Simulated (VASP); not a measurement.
# Re (Fm-3m) in VASP: notebook, part 2 of 2

VASP 6.6.1. The steps go on from the part before.

### 3 Single point, PBE

This run uses another cell than the first one, of 15.00 Å³/atom.

INCAR reads:

```
SYSTEM = Re
ALGO = Fast
EDIFF = 1E-7
ENCUT = 520
GGA = PE
ISIF = 2
ISMEAR = 0
LASPH = .TRUE.
LCHARG = .FALSE.
LREAL = .FALSE.
LWAVE = .FALSE.
NBANDS = 10
NELM = 60
PREC = Accurate
SIGMA = 0.1
```

KPOINTS reads:

```
k-points
0
G
  24 24 24
  0 0 0
```

POSCAR reads:

```
Re
1.0
    0.0000000000      1.9576294497      1.9576294497
    1.9576294497      0.0000000000      1.9576294497
    1.9576294497      1.9576294497      0.0000000000
Re
1
Direct
    0.5000000000      0.5000000000      0.5000000000
```

Potentials or basis: VASP PAW PBE potentials, release 64 (Re).

Launch:

```bash
cat potpaw_PBE.64/Re/POTCAR > POTCAR
mpirun -np 1 vasp_std > vasp.out
```

It took 60 s on 1 thread of Intel Xeon Platinum 8259CL at 2.50GHz (Skylake/Cascade Lake), shared host; peak memory 0.19 GiB.

Results (log left out):

| Quantity | Value |
| --- | --- |
| Free energy | -12.3649 eV |
| Pressure | -0.6 GPa |
| Band gap on the k mesh | zero (an odd number of electrons rules out a gap without spin polarisation) |

Levels at points of the mesh, in eV from the Fermi level:
| k point | band 1 | band 2 | band 3 | band 4 | band 5 | band 6 | band 7 | band 8 |
| --- | --- | --- | --- | --- | --- | --- | --- | --- |
| (0.00, 0.00, 0.00) | -9.99 | -1.86 | -1.86 | -1.86 | 1.23 | 1.23 | 13.90 | 19.44 |
| (0.50, 0.00, 0.00) | -6.74 | -2.06 | -2.06 | 0.19 | 3.71 | 3.71 | 9.69 | 13.39 |
| (0.50, 0.50, 0.00) | -6.66 | -5.80 | 2.72 | 3.66 | 4.43 | 4.43 | 12.13 | 12.13 |

Caveat: spin-orbit coupling is left out, which moves the levels of the heavy elements.

### 4 Single point, PBE (15.45 Å³/atom)

This run uses another cell than the first one, of 15.45 Å³/atom.

INCAR reads:

```
PREC = Accurate
ENCUT = 520
EDIFF = 1E-7
ISMEAR = 0
SIGMA = 0.1
LREAL = F
LASPH = T
NELM = 60
ALGO = Normal
ISIF = 2
LWAVE = F
LCHARG = F
GGA = PE
NBANDS = 10
```

KPOINTS reads:

```
Automatic mesh
0
Gamma
  24 24 24
```

POSCAR reads:

```
Re
1.0
    0.0000000000      1.9770131801      1.9770131801
    1.9770131801      0.0000000000      1.9770131801
    1.9770131801      1.9770131801      0.0000000000
Re
1
Direct
    0.5000000000      0.5000000000      0.5000000000
```

Potentials or basis: VASP PAW PBE potentials, release 64 (Re).

Launch:

```bash
cat potpaw_PBE.64/Re/POTCAR > POTCAR
mpirun -np 1 vasp_std > vasp.out
```

OUTCAR:

```text
PREC = Accurate
   ENCUT = 520
   EDIFF = 1E-7
   ISMEAR = 0
   LREAL = F
   LASPH = T
   NELM = 60
   ISIF = 2
   GGA = PE

 ion  position               nearest neighbor table
   1  0.500  0.500  0.500-

  LATTYP: Found a face centered cubic cell.
 ALAT       =     3.9540263602

  Lattice vectors:

 A1 = (   0.0000000000,   1.9770131801,   1.9770131801)
 A2 = (   1.9770131801,   0.0000000000,   1.9770131801)
 A3 = (   1.9770131801,   1.9770131801,   0.0000000000)
[... 490 lines left out ...]
      9      27.2150      0.00000
     10      27.6206      0.00000

 [... further k-points ...]

------------------------ aborting loop because EDIFF is reached ----------------------------------------

  FORCE on cell =-STRESS in cart. coord.  units (eV):
  Direction    XX          YY          ZZ          XY          YZ          ZX
  --------------------------------------------------------------------------------------
  -------------------------------------------------------------------------------------
  Total       -1.0372199     -1.0372199     -1.0372199      0.0000000      0.0000000      0.0000000
  in kB     -107.5282908   -107.5282908   -107.5282908      0.0000000      0.0000000      0.0000000
  external PRESSURE =    -107.5282908 kB  Pullay stress =       0.0000000 kB

 VOLUME and BASIS-vectors are now :
 -----------------------------------------------------------------------------
  energy-cutoff  :      520.00
  volume of cell :       15.45
      direct lattice vectors                 reciprocal lattice vectors
     0.000000000  1.977013180  1.977013180    -0.252906761  0.252906761  0.252906761
     1.977013180  0.000000000  1.977013180     0.252906761 -0.252906761  0.252906761
     1.977013180  1.977013180  0.000000000     0.252906761  0.252906761 -0.252906761

 POSITION                                       TOTAL-FORCE (eV/Angst)
 -----------------------------------------------------------------------------------
      1.97701      1.97701      1.97701        -0.000000      0.000000      0.000000
 -----------------------------------------------------------------------------------
    total drift:                               -0.000000     -0.000000      0.000000

  FREE ENERGIE OF THE ION-ELECTRON SYSTEM (eV)
  ---------------------------------------------------
  free  energy   TOTEN  =       -12.3489490695 eV

  energy  without entropy=      -12.3440309001  energy(sigma->0) =      -12.34648998
```

stdout:

```text
POSCAR found type information on POSCAR Re
 POSCAR found :  1 types and       1 ions
 scaLAPACK will be used
 LDA part: xc-table for (Slater+PW92), standard interpolation
 POSCAR, INCAR and KPOINTS ok, starting setup
 FFT: planning ... GRIDC
 FFT: planning ... GRID_SOFT
 FFT: planning ... GRID
 WAVECAR not read
 entering main loop
```

It took 41 s on 1 thread of Intel Xeon Platinum 8259CL at 2.50GHz (Skylake/Cascade Lake), shared host; peak memory 0.2 GiB.

Results:

| Property | Result |
| --- | --- |
| Free energy | -12.3489 eV |
| Pressure | -10.8 GPa |
| Band gap on the k mesh | zero (an odd number of electrons rules out a gap without spin polarisation) |

Caveat: the cell stands under tension; spin-orbit coupling is left out, which moves the levels of the heavy elements.

### 5 Single point, PBE (15.90 Å³/atom)

This run uses another cell than the first one, of 15.90 Å³/atom.

INCAR reads:

```
PREC = Accurate ; ENCUT = 520
EDIFF = 1E-6 ; ISMEAR = 0
SIGMA = 0.1 ; LREAL = False
LASPH = True ; NELM = 100
ALGO = Fast ; ISIF = 2
LWAVE = False ; LCHARG = True
GGA = PE ; LELF = True
LVHAR = True ; NBANDS = 10
```

KPOINTS is that of step 4.

POSCAR reads:

```
Re
1.0
    0.0000000000      1.9960240885      1.9960240885
    1.9960240885      0.0000000000      1.9960240885
    1.9960240885      1.9960240885      0.0000000000
Re
1
Direct
    0.5000000000      0.5000000000      0.5000000000
```

Launch:

```bash
cat potpaw_PBE.64/Re/POTCAR > POTCAR
mpirun -np 1 vasp_std > vasp.out
```

Wall time 53 s (1 thread of Intel Xeon Platinum 8259CL at 2.50GHz (Skylake/Cascade Lake), shared host); peak memory 0.19 GiB.

It converged, with:

```
Free energy            : -12.3067 eV
Pressure               : -19.4 GPa
Band gap on the k mesh : zero (an odd number of electrons rules out a gap without spin polarisation)
```

Levels at points of the mesh, in eV from the Fermi level:
```csv
k point,band 2,band 3,band 4,band 5,band 6,band 7
"(0.00, 0.00, 0.00)",-1.71,-1.71,-1.71,1.12,1.12,13.84
"(0.50, 0.00, 0.00)",-1.89,-1.89,0.12,3.38,3.38,8.88
"(0.50, 0.50, 0.00)",-5.35,2.50,3.32,4.03,4.03,11.67
```

Caveat: the cell stands under tension; spin-orbit coupling is left out, which moves the levels of the heavy elements.

### 6 Single point, PBE (16.50 Å³/atom)

This run uses another cell than the first one, of 16.50 Å³/atom.

INCAR reads:

```
SYSTEM = Re
PREC = Accurate ; ENCUT = 520
EDIFF = 1E-6 ; ISMEAR = 0
SIGMA = 0.1 ; LREAL = .False.
LASPH = .True. ; NELM = 60
ALGO = Fast ; ISIF = 2
LWAVE = .False. ; LCHARG = .False.
GGA = PE ; NBANDS = 10
```

KPOINTS reads:

```
Automatic mesh
0
Gamma
  24 24 24
  0 0 0
```

POSCAR reads:

```
Re
1.0
    0.0000000000      2.0208219544      2.0208219544
    2.0208219544      0.0000000000      2.0208219544
    2.0208219544      2.0208219544      0.0000000000
Re
1
Direct
    0.5000000000      0.5000000000      0.5000000000
```

Potentials or basis: VASP PAW PBE potentials, release 64 (Re).

Launch:

```bash
cat potpaw_PBE.64/Re/POTCAR > POTCAR
mpirun -np 1 vasp_std > vasp.out
```

It took 52 s on 1 thread of Intel Xeon Platinum 8259CL at 2.50GHz (Skylake/Cascade Lake), shared host; peak memory 0.2 GiB.

Results (log left out):

| Quantity | Value |
| --- | --- |
| Free energy | -12.2163 eV |
| Pressure | -28.9 GPa |
| Band gap on the k mesh | zero (an odd number of electrons rules out a gap without spin polarisation) |

Levels at points of the mesh, in eV from the Fermi level:
```
           k point  band 2  band 3  band 4  band 5  band 6  band 7
(0.00, 0.00, 0.00)   -1.62   -1.62   -1.62    1.05    1.05   13.79
(0.50, 0.00, 0.00)   -1.79   -1.79    0.09    3.18    3.18    8.39
(0.50, 0.50, 0.00)   -5.08    2.38    3.13    3.79    3.79   11.06
```

Caveat: the cell stands under tension; spin-orbit coupling is left out, which moves the levels of the heavy elements.

### 7 The runs side by side

```csv
cell,gap on the mesh (eV),pressure (GPa)
"a = 2.741 Å, angles 60.0°, 1 atom",none,11.4
"a = 2.769 Å, angles 60.0°, 1 atom",none,-0.6
"a = 2.796 Å, angles 60.0°, 1 atom",none,-10.8
"a = 2.823 Å, angles 60.0°, 1 atom",none,-19.4
"a = 2.858 Å, angles 60.0°, 1 atom",none,-28.9
```

Alike in all rows: task single point; level PBE; potentials or basis VASP PAW PBE potentials, release 64 (Re); no spin polarisation; k mesh 24 × 24 × 24; cutoff (eV) 520; smearing gaussian 0.1 eV.

Caveats: spin-orbit coupling is left out, which moves the levels of the heavy elements; the cell stands under tension (at least some runs); the cell stands under pressure (at least some runs).

Absolute energies hang on the potentials; compare differences alone.
